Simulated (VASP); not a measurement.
# Os (P6_3/mmc) in VASP: notebook

Os is run at these levels: PBE; tasks: electric field gradients.

All numbers are computed with VASP 6.6.1; they aren't measurements. Logs are shortened: lines on timing, memory, paths and dates and some standing lists are left out, and cuts for length are marked.

## Step 1: The cell of the first run

Symmetry: P6_3/mmc, No. 194, hexagonal system. Conventional cell: a = 2.734 Å, b = 2.734 Å, c = 4.277 Å, α = 90.00°, β = 90.00°, γ = 120.00°. Os (site symmetry -6m2) has 12 Os at 2.66 to 2.73 Å within 3.5 Å.

## Step 2: Electric field gradients, PBE (zz strain of -1 %)

Input file INCAR:

```
SYSTEM = Os
PREC = Accurate
ENCUT = 520
EDIFF = 1E-8
ISMEAR = -1
SIGMA = 0.05
LREAL = .False.
LASPH = .True.
NELM = 120
ALGO = Normal
ISIF = 2
LWAVE = .False.
LCHARG = .False.
GGA = PE
LEFG = .True.
NBANDS = 15
GGA_COMPAT = .False.
```

Input file KPOINTS:

```
Automatic mesh
0
Gamma
  15 15 9
  0 0 0
```

Input file POSCAR:

```
Os
1.0
    2.7340999755      0.0000000000      0.0000000000
   -1.3670499878      2.3678000353      0.0000000000
    0.0000000000      0.0000000000      4.2765030000
Os
2
Direct
    0.3333333333      0.6666666667      0.2500000000
    0.6666666667      0.3333333333      0.7500000000
```

Potentials or basis: VASP PAW PBE potentials, release 64 (Os).

On the command line:

```console
> cat potpaw_PBE.64/Os/POTCAR > POTCAR
> mpirun -np 1 vasp_std > vasp.out
```

OUTCAR:

```text
SYSTEM = Os
   PREC = Accurate
   ENCUT = 520
   EDIFF = 1E-8
   ISMEAR = -1
   LREAL = .False.
   LASPH = .True.
   NELM = 120
   ISIF = 2
   GGA = PE

 ion  position               nearest neighbor table
   1  0.333  0.667  0.250-   2 2.66   2 2.66   2 2.66   2 2.66   2 2.66   2 2.66
   2  0.667  0.333  0.750-   1 2.66   1 2.66   1 2.66   1 2.66   1 2.66   1 2.66

  LATTYP: Found a hexagonal cell.
 ALAT       =     2.7340999755
 C/A-ratio  =     1.5641355614

  Lattice vectors:

 A1 = (   2.7340999755,   0.0000000000,   0.0000000000)
 A2 = (  -1.3670499878,   2.3678000353,   0.0000000000)
 A3 = (   0.0000000000,   0.0000000000,   4.2765030000)

Analysis of symmetry for initial positions (statically):
=====================================================================
 Subroutine PRICEL returns:
 Original cell was already a primitive cell.

 Routine SETGRP: Setting up the symmetry group for a
 hexagonal supercell.

 Subroutine GETGRP returns: Found 24 space group operations
 (whereof 12 operations were pure point group operations)
 out of a pool of 24 trial point group operations.

The static configuration has the point symmetry D_3d.
 The point group associated with its full space group is D_6h.

Analysis of symmetry for dynamics (positions and initial velocities):
=====================================================================
 Subroutine PRICEL returns:
 Original cell was already a primitive cell.

 Routine SETGRP: Setting up the symmetry group for a
 hexagonal supercell.

 Subroutine GETGRP returns: Found 24 space group operations
 (whereof 12 operations were pure point group operations)
 out of a pool of 24 trial point group operations.

The dynamic configuration has the point symmetry D_3d.
 The point group associated with its full space group is D_6h.

 Subroutine INISYM returns: Found 24 space group operations
 (whereof 12 operations are pure point group operations),
 and found     1 'primitive' translations

----------------------------------------------------------------------------------------

                                     Primitive cell

  volume of cell :      27.6852

  direct lattice vectors                    reciprocal lattice vectors
     2.734099975  0.000000000  0.000000000     0.365751073  0.211166481  0.000000000
    -1.367049988  2.367800035  0.000000000     0.000000000  0.422332961  0.000000000
     0.000000000  0.000000000  4.276503000     0.000000000  0.000000000  0.233835917

  length of vectors
     2.734099975  2.734099976  4.276503000     0.422332961  0.422332961  0.233835917

  position of ions in fractional coordinates (direct lattice)
     0.333333333  0.666666667  0.250000000
     0.666666667  0.333333333  0.750000000

  ion indices of the primitive-cell ions
   primitive index   ion index
                 1           1
                 2           2

----------------------------------------------------------------------------------------

 KPOINTS: Automatic mesh

Automatic generation of k-mesh.
 Grid dimensions read from file:
 generate k-points for:   15   15    9

 Generating k-lattice:

  Cartesian coordinates                     Fractional coordinates (reciprocal lattice)
     0.024383405  0.014077765  0.000000000     0.066666667  0.000000000  0.000000000
     0.000000000  0.028155531  0.000000000     0.000000000  0.066666667  0.000000000
     0.000000000  0.000000000  0.025981769     0.000000000  0.000000000  0.111111111

  Length of vectors
     0.028155531  0.028155531  0.025981769

  Shift w.r.t. Gamma in fractional coordinates (k-lattice)
     0.000000000  0.000000000  0.000000000

 Subroutine IBZKPT returns following result:
 ===========================================

 Found    135 irreducible k-points:

 Following reciprocal coordinates:
            Coordinates               Weight
  0.000000  0.000000  0.000000      1.000000
  0.066667 -0.000000  0.000000      6.000000
  0.133333  0.000000  0.000000      6.000000
  0.200000 -0.000000  0.000000      6.000000
  0.266667  0.000000  0.000000      6.000000
  0.333333 -0.000000  0.000000      6.000000
[... 16 lines left out ...]
  0.333333  0.200000  0.000000     12.000000
  0.400000  0.200000  0.000000      6.000000
 [... further k-points ...]
   k-points           NKPTS =    135   k-points in BZ     NKDIM =    135   number of bands    NBANDS=     15
   number of dos      NEDOS =    301   number of ions     NIONS =      2
   total plane-waves  NPLWV =  12800
   dimension x,y,z NGX =    20 NGY =   20 NGZ =   32
   dimension x,y,z NGXF=    40 NGYF=   40 NGZF=   64
   ions per type =               2
   NGX,Y,Z   is equivalent  to a cutoff of  12.16, 12.16, 12.44 a.u.
   NGXF,Y,Z  is equivalent  to a cutoff of  24.32, 24.32, 24.88 a.u.
 SYSTEM =  Os
   PREC   = accura    normal or accurate (medium, high low for compatibility)
   ISTART =      0    job   : 0-new  1-cont  2-samecut
   ICHARG =      2    charge: 1-file 2-atom 10-const
   ISPIN  =      1    spin polarized calculation?
   LNONCOLLINEAR =      F non collinear calculations
   LSORBIT =      F    spin-orbit coupling
   LASPH  =      T    aspherical Exc in radial PAW
   ENCUT  =  520.0 eV  38.22 Ry    6.18 a.u.   5.08  5.08  7.95*2*pi/ulx,y,z
   NELM   =    120;   NELMIN=  2; NELMDL= -5     # of ELM steps
   EDIFF  = 0.1E-07   stopping-criterion for ELM
   LREAL  =      F    real-space projection
   EDIFFG = 0.1E-06   stopping-criterion for IOM
   NSW    =      0    number of steps for IOM
   IBRION =     -1    ionic relax: 0-MD 1-quasi-New 2-CG
   NFREE  =      0    steps in history (QN), initial steepest desc. (CG)
   ISIF   =      2    stress and relaxation
   ISYM   =      2    0-nonsym 1-usesym 2-fastsym
   POTIM  = 0.5000    time-step for ionic-motion
   TEBEG  =    0.0;   TEEND  =   0.0 temperature during run
   PSTRESS=    0.0 pullay stress
   NELECT =      16.0000    total number of electrons
   NUPDOWN=      -1.0000    fix difference up-down
   EMIN   =  10.00;   EMAX   =-10.00  energy-range for DOS
   EFERMI =   0.00;   METHOD = LEGACY
   ISMEAR =    -1;   SIGMA  =   0.05  broadening in eV -4-tet -1-fermi 0-gaus
   EFERMI_NEDOS =   21; number of points for ismear=-14 and -15
   IALGO  =     38    algorithm
   IMIX   =      4    mixing-type and parameters
     AMIX     =   0.40;   BMIX     =  1.00
     AMIX_MAG =   1.60;   BMIX_MAG =  1.00
  volume/ion in A,a.u.               =      13.84        93.41
  Fermi-wavevector in a.u.,A,eV,Ry     =   1.363637  2.576900 25.300111  1.859506
  Thomas-Fermi vector in A             =   2.490023
   LORBIT       =      0    0 simple, 1 ext, 2 COOP (PROOUT), +10 PAW based schemes
   GGA     = PE    functional components
   LHFCALC =     F    Hartree Fock is set to
   AEXX    =    0.0000 exact exchange contribution
   IVDW    =     0    specifies the selected vdW correction
   LEPSILON=     F    determine dielectric tensor
   LRPA    =     F    only Hartree local field effects (RPA)
 non-spin polarized calculation
  energy-cutoff  :      520.00
  volume of cell :       27.69
 maximum number of plane-waves:       761
   NGX = 11   NGY = 11   NGZ = 15

 number of electron      15.9999998 magnetization

 Free energy of the ion-electron system (eV)
  ---------------------------------------------------
  ext. energy  EPLUGINS =         0.00000000
  ---------------------------------------------------
  free energy    TOTEN  =       -22.46762214 eV

  energy without entropy =      -22.45914573  energy(sigma->0) =      -22.46338394

 E-fermi :   9.6227     XC(G=0): -14.1181

 val. band max:        9.6190474635   @ k =   0.2667   0.0667   0.0000
 cond. band min:       9.6302908749   @ k =   0.2667   0.0000   0.2222
 fundamental gap:      0.0112434114
 Fermi energy:         9.6226591171

 k-point     1 :       0.0000    0.0000    0.0000
  band No.  band energies     occupation
      1      -1.4109      2.00000
      2       1.7447      2.00000
      3       6.5076      2.00000
      4       6.5076      2.00000
      5       6.9022      2.00000
      6       7.3935      2.00000
      7       7.3935      2.00000
      8       7.9499      2.00000
      9       7.9499      2.00000
     10       9.7735      0.09329
     11      11.3412      0.00000
     12      11.3412      0.00000
     13      18.9582      0.00000
     14      23.6085      0.00000
     15      26.5379      0.00000

 k-point     2 :       0.0667   -0.0000    0.0000
  band No.  band energies     occupation
      1      -1.2300      2.00000
      2       1.9035      2.00000
      3       6.1539      2.00000
      4       6.6670      2.00000
      5       7.1984      2.00000
      6       7.2960      2.00000
      7       7.5418      2.00000
      8       7.7308      2.00000
      9       7.8199      2.00000
     10       8.9601      2.00000
     11      11.4353      0.00000
     12      12.4290      0.00000
     13      18.9495      0.00000
     14      23.9841      0.00000
     15      26.7676      0.00000

 k-point     3 :       0.1333    0.0000    0.0000
  band No.  band energies     occupation
      1      -0.7092      2.00000
      2       2.3312      2.00000
      3       5.6258      2.00000
      4       6.8876      2.00000
      5       6.9895      2.00000
      6       7.1361      2.00000
      7       7.4911      2.00000
      8       7.7128      2.00000
      9       7.9766      2.00000
     10       8.2640      2.00000
     11      11.6611      0.00000
     12      14.1480      0.00000
     13      18.8814      0.00000
     14      24.9461      0.00000
     15      27.2909      0.00000
[... 343 lines left out ...]
 k-point    23 :       0.3333    0.2000    0.0000
  band No.  band energies     occupation
      1       3.1434      2.00000
      2       3.3627      2.00000
      3       3.5089      2.00000
      4       5.2595      2.00000
      5       5.8387      2.00000
      6       6.8357      2.00000
      7       7.8270      2.00000
      8      10.5882      0.00000
      9      11.7790      0.00000
     10      12.0110      0.00000
     11      13.9967      0.00000
     12      16.3778      0.00000
     13      18.4399      0.00000
     14      20.4173      0.00000
     15      23.1524      0.00000

 k-point    24 :       0.4000    0.2000    0.0000
  band No.  band energies     occupation
      1       3.0365      2.00000
      2       3.4091      2.00000
      3       3.4584      2.00000
      4       5.5565      2.00000
      5       5.8710      2.00000
      6       6.6988      2.00000
      7       8.0255      2.00000
      8      11.1261      0.00000
      9      11.7155      0.00000
     10      12.0085      0.00000
     11      14.6762      0.00000
     12      15.3476      0.00000
     13      17.9195      0.00000
     14      21.0833      0.00000
     15      23.7409      0.00000

 [... further k-points ...]
[... 5 lines left out ...]
  --------------------------------------------------------------------------------------
  -------------------------------------------------------------------------------------
  Total        1.9041895      1.9041895      3.2164221     -0.0000000     -0.0000000      0.0000000
  in kB      110.1977086    110.1977086    186.1381646     -0.0000000     -0.0000000      0.0000000
  external PRESSURE =     135.5111939 kB  Pullay stress =       0.0000000 kB

 VOLUME and BASIS-vectors are now :
 -----------------------------------------------------------------------------
  energy-cutoff  :      520.00
  volume of cell :       27.69
      direct lattice vectors                 reciprocal lattice vectors
     2.734099975  0.000000000  0.000000000     0.365751073  0.211166481  0.000000000
    -1.367049988  2.367800035  0.000000000     0.000000000  0.422332961  0.000000000
     0.000000000  0.000000000  4.276503000     0.000000000  0.000000000  0.233835917

 POSITION                                       TOTAL-FORCE (eV/Angst)
 -----------------------------------------------------------------------------------
     -0.00000      1.57853      1.06913         0.000000      0.000000      0.000000
      1.36705      0.78927      3.20738         0.000000     -0.000000      0.000000
 -----------------------------------------------------------------------------------
    total drift:                               -0.000000      0.000000     -0.000000

  FREE ENERGIE OF THE ION-ELECTRON SYSTEM (eV)
  ---------------------------------------------------
  free  energy   TOTEN  =       -22.4676221422 eV

  energy  without entropy=      -22.4591457320  energy(sigma->0) =      -22.46338394

 Electric field gradients (V/A^2)
---------------------------------------------------------------------
 ion       V_xx      V_yy      V_zz      V_xy      V_xz      V_yz
---------------------------------------------------------------------
   1      51.041    51.041  -102.081    -0.000     0.000    -0.000
   2      51.041    51.041  -102.081    -0.000    -0.000     0.000
---------------------------------------------------------------------

 Electric field gradients after diagonalization (V/A^2)
 (convention: |V_zz| > |V_xx| > |V_yy|)
----------------------------------------------------------------------
 ion       V_xx      V_yy      V_zz     asymmetry (V_yy - V_xx)/ V_zz
----------------------------------------------------------------------
   1      51.041    51.041  -102.081       0.000
   2      51.041    51.041  -102.081       0.000
----------------------------------------------------------------------

           NMR quadrupolar parameters

 Cq : quadrupolar parameter    Cq=e*Q*V_zz/h
 eta: asymmetry parameters     (V_yy - V_xx)/ V_zz
 Q  : nuclear electric quadrupole moment in mb (millibarn)
----------------------------------------------------------------------
 ion       Cq(MHz)       eta       Q (mb)
----------------------------------------------------------------------
   1      -0.247       0.000       1.000
   2      -0.247       0.000       1.000
----------------------------------------------------------------------
```

It took 62 s on 1 thread of Intel Xeon 8259CL, shared host; peak memory 0.17 GiB.

Results:

```yaml
Free_energy: -22.4676 eV
Pressure: 13.6 GPa
Band_gap_on_the_k_mesh: zero (bands 8 and 9 overlap by 3.85 eV)
Largest_electric_field_gradient_by_atom: Os -102.1 V/Å²
```

Levels at points of the mesh, in eV from the Fermi level:
| k point | band 6 | band 7 | band 8 | band 9 | band 10 | band 11 |
| --- | --- | --- | --- | --- | --- | --- |
| (0.00, 0.00, 0.00) | -2.23 | -2.23 | -1.67 | -1.67 | 0.15 | 1.72 |

Electric field gradients, principal values (V/Å²):
```
atom   least  middle  greatest (by size)
1 Os  51.041  51.041            -102.081
2 Os  51.041  51.041            -102.081
```

Caveat: the cell differs from its parent crystal (zz strain of -1 %); the cell stands under pressure; without QUAD_EFG the Cq values of the log hold for a quadrupole moment of 1 mb, not for the nuclei; spin-orbit coupling is left out, which moves the levels of the heavy elements.

(Part 1 of 2 ends here.)
